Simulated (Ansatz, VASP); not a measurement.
## Two plane-wave programs on GaN

The input INCAR:

```
SYSTEM = GaN
  PREC = Accurate
  ENCUT = 600
  EDIFF = 1E-6
  ISMEAR = -1
  SIGMA = 0.05
  LREAL = .False.
  LASPH = .True.
  NELM = 120
  ALGO = Normal
  ISIF = 2
  LWAVE = .False.
  LCHARG = .False.
  GGA = PE
  NBANDS = 46
  GGA_COMPAT = .False.
```

The input KPOINTS:

```
Automatic mesh
0
Gamma
  10 10 3
  0 0 0
```

The input POSCAR:

```
GaN
1.0
    3.1899831921      0.0000000000      0.0000000000
   -1.5949915960      2.7626064820      0.0000000000
    0.0000000000      0.0000000000     10.2873289123
Ga N
4 4
Direct
    0.0000000000      0.0000000000      0.7858680000
    0.6666666667      0.3333333333      0.0373490000
    0.3333333333      0.6666666667      0.5373490000
    0.0000000000      0.0000000000      0.2858680000
    0.0000000000      0.0000000000      0.0930380000
    0.6666666667      0.3333333333      0.3437450000
    0.0000000000      0.0000000000      0.5930380000
    0.3333333333      0.6666666667      0.8437450000
```

File input.yaml:

```yaml
crystal:
  lattice:
    - [3.1899831921, 0.0, 0.0]
    - [-1.594991596, 2.762606482, 0.0]
    - [0.0, 0.0, 10.2873289123]
  atoms:
    - { symbol: Ga, position: [0.0, 0.0, 0.785868] }
    - { symbol: Ga, position: [0.6666666667, 0.3333333333, 0.037349] }
    - { symbol: Ga, position: [0.3333333333, 0.6666666667, 0.537349] }
    - { symbol: Ga, position: [0.0, 0.0, 0.285868] }
    - { symbol: "N", position: [0.0, 0.0, 0.093038] }
    - { symbol: "N", position: [0.6666666667, 0.3333333333, 0.343745] }
    - { symbol: "N", position: [0.0, 0.0, 0.593038] }
    - { symbol: "N", position: [0.3333333333, 0.6666666667, 0.843745] }
hamiltonian:
  xc: pbe
  pseudopotentials: { kind: paw }
kpoints:
  mp_grid: { grid: [10, 10, 3] }
scf:
  occupations: { method: fermi_dirac, width: 0.05 }
output:
  forces: true
  stress: true
  eigenvalues: true
```

Alike in both runs: task single point; functional PBE; k mesh 10 × 10 × 3; occupations fermi-dirac, width 0.05 eV; no spin polarisation.

|  | VASP | Ansatz |
| --- | --- | --- |
| version | VASP 6.6.1 | Ansatz 0.2.0 |
| potentials or method | VASP PAW PBE potentials, release 64 (Ga_d, N) | Ansatz PAW |
| plane-wave cutoff (eV) | 600 | 420 |
| valence electrons in the cell | 72 | 72 |

Ansatz gave:

| Item | Value |
| --- | --- |
| gap on the k mesh at the Fermi level (eV) | 0.96 |
| least direct gap on the mesh (eV) | 0.96 |
| pressure (GPa) | 3.4 |
| traceless stress, the component that is largest in VASP (GPa) | 4.26 |
| rms of the force components (eV/Å) | 0.163 |

**Question.** Which values does VASP return?

**Answer.** gap on the k mesh at the Fermi level (eV): 0.96; least direct gap on the mesh (eV): 0.96; pressure (GPa): 3.3; traceless stress, the component that is largest in VASP (GPa): 4.22; rms of the force components (eV/Å): 0.164.

Atom by atom the forces differ by 0.002 eV/Å (rms over components). With one functional, cell and mesh, what is left measures potentials, basis and numerics.

Noted on Ansatz's run: odd divisions of the mesh miss points on the zone boundary, where band edges often lie, so the gap on the mesh can be too wide.
